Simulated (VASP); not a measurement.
# RbBr (Pm) in VASP: a series of runs

Runs on RbBr. Level: PBEsol. Tasks: single point.

Program: VASP 6.6.1. These are calculated values, not measurements. Logs are shortened: lines on timing, memory, paths and dates and some standing lists are left out, and cuts for length are marked.

## 1. The cell of the first run

It takes space group Pm (No. 6, monoclinic). The conventional cell has a = 4.070 Å, b = 4.070 Å, c = 4.070 Å, α = 90.00°, β = 90.00°, γ = 90.00°. Within 3.9 Å of Rb (site symmetry m) lie 6 Br at 2.98 to 3.79 Å. Br (site symmetry m) has 6 Rb at 2.98 to 3.79 Å within 3.9 Å.

## 2. Single point, PBEsol (mode 5 frozen in at -0.346 Å and mode 6 at -0.173 Å (largest displacements))

INCAR reads:

```
PREC     = Accurate       # precision mode
ENCUT    = 520            # plane-wave cutoff, eV
EDIFF    = 1E-6           # SCF threshold, eV
ISMEAR   = 0              # smearing method
SIGMA    = 0.05           # smearing width, eV
LREAL    = F              # projectors in reciprocal space
LASPH    = T              # aspherical terms in the spheres
NELM     = 80             # most SCF steps
ALGO     = Normal         # electronic algorithm
ISIF     = 2              # what is computed and relaxed
LWAVE    = F              # write WAVECAR
LCHARG   = T              # write CHGCAR
GGA      = PS             # functional
LELF     = T              # ELF
LVHAR    = T            
NBANDS   = 15             # bands
```

KPOINTS reads:

```
regular mesh
0
Gamma
  6 6 6
```

POSCAR reads:

```
RbBr
1.0
    4.0701688540      0.0000000000      0.0000000000
    0.0000000000      4.0701688540      0.0000000000
    0.0000000000      0.0000000000      4.0701688540
Rb Br
1 1
Direct
    0.0000000000     -0.0793829626     -0.0396914813
    0.5000000000      0.5849104822      0.5424552411
```

Potentials or basis: VASP PAW PBE potentials, release 64 (Rb_sv, Br).

Command:

```sh
cat potpaw_PBE.64/Rb_sv/POTCAR potpaw_PBE.64/Br/POTCAR > POTCAR
mpirun -np 1 vasp_std > vasp.out
```

OUTCAR:

```text
PREC = Accurate
   ENCUT = 520
   EDIFF = 1E-6
   ISMEAR = 0
   LREAL = F
   LASPH = T
   NELM = 80
   ISIF = 2
   GGA = PS

 ion  position               nearest neighbor table
   1  0.000  0.921  0.960-   2 2.98   2 2.98   2 3.41   2 3.41   2 3.79   2 3.79   2 4.13   2 4.13

   2  0.500  0.585  0.542-   1 2.98   1 2.98   1 3.41   1 3.41   1 3.79   1 3.79   1 4.13   1 4.13

  LATTYP: Found a simple cubic cell.
 ALAT       =     4.0701688540

  Lattice vectors:

 A1 = (   4.0701688540,   0.0000000000,   0.0000000000)
 A2 = (   0.0000000000,   4.0701688540,   0.0000000000)
 A3 = (   0.0000000000,   0.0000000000,   4.0701688540)

Analysis of symmetry for initial positions (statically):
=====================================================================
 Subroutine PRICEL returns:
 Original cell was already a primitive cell.

 Routine SETGRP: Setting up the symmetry group for a
 simple cubic supercell.

 Subroutine GETGRP returns: Found  2 space group operations
 (whereof  2 operations were pure point group operations)
 out of a pool of 48 trial point group operations.

The static configuration has the point symmetry C_1h.

Analysis of symmetry for dynamics (positions and initial velocities):
=====================================================================
 Subroutine PRICEL returns:
 Original cell was already a primitive cell.

 Routine SETGRP: Setting up the symmetry group for a
 simple cubic supercell.

 Subroutine GETGRP returns: Found  2 space group operations
 (whereof  2 operations were pure point group operations)
 out of a pool of 48 trial point group operations.

The dynamic configuration has the point symmetry C_1h.

 Subroutine INISYM returns: Found  2 space group operations
 (whereof  2 operations are pure point group operations),
 and found     1 'primitive' translations

----------------------------------------------------------------------------------------

                                     Primitive cell

  volume of cell :      67.4275

  direct lattice vectors                    reciprocal lattice vectors
     4.070168854  0.000000000  0.000000000     0.245690053  0.000000000  0.000000000
     0.000000000  4.070168854  0.000000000     0.000000000  0.245690053  0.000000000
     0.000000000  0.000000000  4.070168854     0.000000000  0.000000000  0.245690053

  length of vectors
     4.070168854  4.070168854  4.070168854     0.245690053  0.245690053  0.245690053

[... 84 lines left out ...]
   IBRION =     -1    ionic relax: 0-MD 1-quasi-New 2-CG
   NFREE  =      0    steps in history (QN), initial steepest desc. (CG)
   ISIF   =      2    stress and relaxation
   ISYM   =      2    0-nonsym 1-usesym 2-fastsym
   POTIM  = 0.5000    time-step for ionic-motion
   TEBEG  =    0.0;   TEEND  =   0.0 temperature during run
   PSTRESS=    0.0 pullay stress
   NELECT =      16.0000    total number of electrons
   NUPDOWN=      -1.0000    fix difference up-down
   EMIN   =  10.00;   EMAX   =-10.00  energy-range for DOS
   EFERMI =   0.00;   METHOD = LEGACY
   ISMEAR =     0;   SIGMA  =   0.05  broadening in eV -4-tet -1-fermi 0-gaus
   EFERMI_NEDOS =   21; number of points for ismear=-14 and -15
   IALGO  =     38    algorithm
   IMIX   =      4    mixing-type and parameters
     AMIX     =   0.40;   BMIX     =  1.00
     AMIX_MAG =   1.60;   BMIX_MAG =  1.00
  volume/ion in A,a.u.               =      33.71       227.51
  Fermi-wavevector in a.u.,A,eV,Ry     =   1.013528  1.915290 13.976434  1.027239
  Thomas-Fermi vector in A             =   2.146702
   LORBIT       =      0    0 simple, 1 ext, 2 COOP (PROOUT), +10 PAW based schemes
   GGA     = PS    functional components
   LHFCALC =     F    Hartree Fock is set to
   AEXX    =    0.0000 exact exchange contribution
   IVDW    =     0    specifies the selected vdW correction
   LEPSILON=     F    determine dielectric tensor
   LRPA    =     F    only Hartree local field effects (RPA)
 non-spin polarized calculation
 Gauss-broadening in eV      SIGMA  =   0.05
  energy-cutoff  :      520.00
  volume of cell :       67.43
 maximum number of plane-waves:      1856
   NGX = 15   NGY = 15   NGZ = 15

 number of electron      16.0000000 magnetization

 Free energy of the ion-electron system (eV)
  ---------------------------------------------------
  ext. energy  EPLUGINS =         0.00000000
  ---------------------------------------------------
  free energy    TOTEN  =        -5.96537389 eV

  energy without entropy =       -5.96537389  energy(sigma->0) =       -5.96537389

 E-fermi :  -0.4603     XC(G=0):  -8.1996

 val. band max:       -0.6683043522   @ k =   0.3333   0.0000   0.5000
 cond. band min:       3.4628138145   @ k =   0.0000   0.0000   0.0000
 fundamental gap:      4.1311181667
 Fermi energy:        -0.4602574839

 k-point     1 :       0.0000    0.0000    0.0000
  band No.  band energies     occupation
      1     -25.4025      2.00000
      2     -13.4231      2.00000
      3      -9.4575      2.00000
      4      -9.4097      2.00000
      5      -9.3703      2.00000
      6      -1.0140      2.00000
      7      -0.8334      2.00000
      8      -0.8174      2.00000
      9       3.4628      0.00000
     10       4.8949      0.00000
     11       5.8897      0.00000
     12       9.1743      0.00000
     13       9.8887      0.00000
     14       9.9020      0.00000
[... 401 lines left out ...]
      2     -13.3832      2.00000
      3      -9.6695      2.00000
      4      -9.3863      2.00000
      5      -9.3827      2.00000
      6      -2.2611      2.00000
      7      -1.1120      2.00000
      8      -0.8959      2.00000
      9       5.8798      0.00000
     10       6.4136      0.00000
     11       7.1419      0.00000
     12       7.9317      0.00000
     13       8.4045      0.00000
     14       9.8295      0.00000
     15      10.4070      0.00000

 [... further k-points ...]
[... 5 lines left out ...]
  --------------------------------------------------------------------------------------
  -------------------------------------------------------------------------------------
  Total        2.0651640      0.9671228      1.5591489      0.0000000      1.0984779      0.0000000
  in kB       49.0713332     22.9802584     37.0476692      0.0000000     26.1014500      0.0000000
  external PRESSURE =      36.3664203 kB  Pullay stress =       0.0000000 kB

 VOLUME and BASIS-vectors are now :
 -----------------------------------------------------------------------------
  energy-cutoff  :      520.00
  volume of cell :       67.43
      direct lattice vectors                 reciprocal lattice vectors
     4.070168854  0.000000000  0.000000000     0.245690053  0.000000000  0.000000000
     0.000000000  4.070168854  0.000000000     0.000000000  0.245690053  0.000000000
     0.000000000  0.000000000  4.070168854     0.000000000  0.000000000  0.245690053

 POSITION                                       TOTAL-FORCE (eV/Angst)
 -----------------------------------------------------------------------------------
      0.00000      3.74707      3.90862         0.000000      0.869265      0.788725
      2.03508      2.38068      2.20788         0.000000     -0.869265     -0.788725
 -----------------------------------------------------------------------------------
    total drift:                                0.000000      0.000131     -0.000018

  FREE ENERGIE OF THE ION-ELECTRON SYSTEM (eV)
  ---------------------------------------------------
  free  energy   TOTEN  =        -5.9653738884 eV

  energy  without entropy=       -5.9653738884  energy(sigma->0) =       -5.96537389
```

OSZICAR:

```text
N       E                     dE             d eps       ncg     rms          rms(c)
DAV:   1     0.774378333956E+02    0.77438E+02   -0.67126E+03  2400   0.922E+02
DAV:   2    -0.800310806530E+00   -0.78238E+02   -0.72582E+02  3272   0.171E+02
DAV:   3    -0.605090426191E+01   -0.52506E+01   -0.52291E+01  3633   0.436E+01
DAV:   4    -0.620689441450E+01   -0.15599E+00   -0.15598E+00  3312   0.585E+00
DAV:   5    -0.620828599898E+01   -0.13916E-02   -0.13916E-02  3501   0.535E-01    0.425E+00
DAV:   6    -0.599223673966E+01    0.21605E+00   -0.21105E-01  3149   0.265E+00    0.284E+00
DAV:   7    -0.596167867787E+01    0.30558E-01   -0.13337E-01  3240   0.211E+00    0.111E+00
DAV:   8    -0.596505085607E+01   -0.33722E-02   -0.14426E-02  2668   0.726E-01    0.102E-01
DAV:   9    -0.596518177235E+01   -0.13092E-03   -0.80393E-04  3511   0.178E-01    0.595E-02
DAV:  10    -0.596535426949E+01   -0.17250E-03   -0.21550E-04  2547   0.914E-02    0.184E-02
DAV:  11    -0.596537151686E+01   -0.17247E-04   -0.20336E-05  3314   0.299E-02    0.678E-03
DAV:  12    -0.596537369432E+01   -0.21775E-05   -0.36197E-06  2869   0.139E-02    0.260E-03
DAV:  13    -0.596537388842E+01   -0.19410E-06   -0.51313E-07  2607   0.463E-03
   1 F= -.59653739E+01 E0= -.59653739E+01  d E =-.143926E-10
```

It took 67 s on 1 thread of Intel Xeon Platinum 8259CL at 2.50GHz (Skylake/Cascade Lake), shared host; peak memory 0.22 GiB.

Results:

```yaml
Free_energy: -5.9654 eV
Pressure: 3.6 GPa
Largest_force: 1.174 eV/Å
Band_gap_on_the_k_mesh: 4.13 eV, indirect (least direct gap 4.28 eV)
```

Forces in eV/Å, atoms in the order of the input:
```
Rb   0.000  0.869  0.789
Br   0.000 -0.869 -0.789
```

Levels at points of the mesh, in eV from the valence-band top:
```csv
k point,band 4,band 5,band 6,band 7,band 8,band 9,band 10,band 11,band 12,band 13
"(0.00, 0.00, 0.00)",-8.74,-8.70,-0.35,-0.17,-0.15,4.13,5.56,6.56,9.84,10.56
"(0.50, 0.00, 0.00)",-8.75,-8.68,-1.71,-0.32,-0.07,6.40,6.72,7.50,7.61,10.67
"(0.00, 0.50, 0.00)",-8.73,-8.70,-1.74,-0.23,-0.17,6.34,7.28,8.06,8.94,9.38
"(0.00, 0.00, 0.50)",-8.71,-8.70,-1.75,-0.39,-0.07,6.37,6.78,7.87,8.26,9.89
"(0.50, 0.50, 0.00)",-8.93,-8.66,-1.09,-1.05,-0.14,5.49,6.44,8.14,8.41,10.62
"(0.00, 0.50, 0.50)",-8.91,-8.67,-1.16,-1.06,-0.22,5.42,6.39,8.07,8.67,10.51
"(0.50, 0.00, 0.50)",-9.10,-8.68,-0.97,-0.95,-0.02,5.54,6.85,8.21,8.25,11.08
"(0.50, 0.50, 0.50)",-9.05,-9.01,-1.40,-1.18,-1.13,7.31,7.34,8.52,9.87,11.44
```

Caveat: the cell differs from its parent crystal (mode 5 frozen in at -0.346 Å and mode 6 at -0.173 Å (largest displacements)); the PAW data sets were made with another functional, which shifts forces and pressure a little.

## 3. Single point, PBEsol (mode 5 frozen in at -0.432 Å and mode 6 at -0.259 Å (largest displacements))

INCAR, as its differences from that of step 2:

```diff
@@ -7,3 +7,3 @@
 LASPH    = T              # aspherical terms in the spheres
-NELM     = 80             # most SCF steps
+NELM     = 60             # most SCF steps
 ALGO     = Normal         # electronic algorithm
```

KPOINTS is that of step 2.

POSCAR reads:

```
RbBr
1.0
    4.0701688540      0.0000000000      0.0000000000
    0.0000000000      4.0701688540      0.0000000000
    0.0000000000      0.0000000000      4.0701688540
Rb Br
1 1
Direct
    0.0000000000     -0.0992287032     -0.0595372219
    0.5000000000      0.6061381027      0.5636828616
```

Potentials or basis: VASP PAW PBE potentials, release 64 (Rb_sv, Br).

Command:

```sh
cat potpaw_PBE.64/Rb_sv/POTCAR potpaw_PBE.64/Br/POTCAR > POTCAR
mpirun -np 1 vasp_std > vasp.out
```

It took 56 s on 1 thread of Intel Xeon 6975P-C (Granite Rapids), shared host; peak memory 0.22 GiB.

It converged, with:

- Free energy: -5.5802 eV
- Pressure: 6.7 GPa
- Largest force: 2.157 eV/Å
- Band gap on the k mesh: 4.10 eV, indirect (least direct gap 4.29 eV)

Forces on the atoms (eV/Å):
```
Rb   0.000  1.445  1.602
Br   0.000 -1.445 -1.602
```

Stress tensor (GPa, compression positive):
```
10.25  0.00  0.00
 0.00  3.78  4.72
 0.00  4.72  6.21
```

Levels at points of the mesh, in eV from the valence-band top:
```
           k point  band 5  band 6  band 7  band 8  band 9  band 10  band 11  band 12
(0.00, 0.00, 0.00)   -8.61   -0.49   -0.29   -0.19    4.10     5.78     7.12     9.79
(0.50, 0.00, 0.00)   -8.58   -1.60   -0.34   -0.08    6.19     6.48     7.20     7.28
(0.00, 0.50, 0.00)   -8.61   -1.73   -0.29   -0.23    6.22     7.21     8.07     8.98
(0.00, 0.00, 0.50)   -8.58   -1.77   -0.50   -0.13    6.25     6.60     8.01     8.49
(0.50, 0.50, 0.00)   -8.64   -1.11   -1.04   -0.19    5.60     6.62     8.14     8.41
(0.00, 0.50, 0.50)   -8.68   -1.30   -1.10   -0.39    5.39     6.65     8.03     9.15
(0.50, 0.00, 0.50)   -8.65   -0.96   -0.84   -0.04    5.65     7.07     8.18     8.23
(0.50, 0.50, 0.50)   -8.96   -1.47   -1.00   -0.92    7.00     7.04     8.56     9.94
```

Caveat: the cell differs from its parent crystal (mode 5 frozen in at -0.432 Å and mode 6 at -0.259 Å (largest displacements)); the PAW data sets were made with another functional, which shifts forces and pressure a little. A k mesh can miss the band edges.

(Continued in part 2 of 2.)
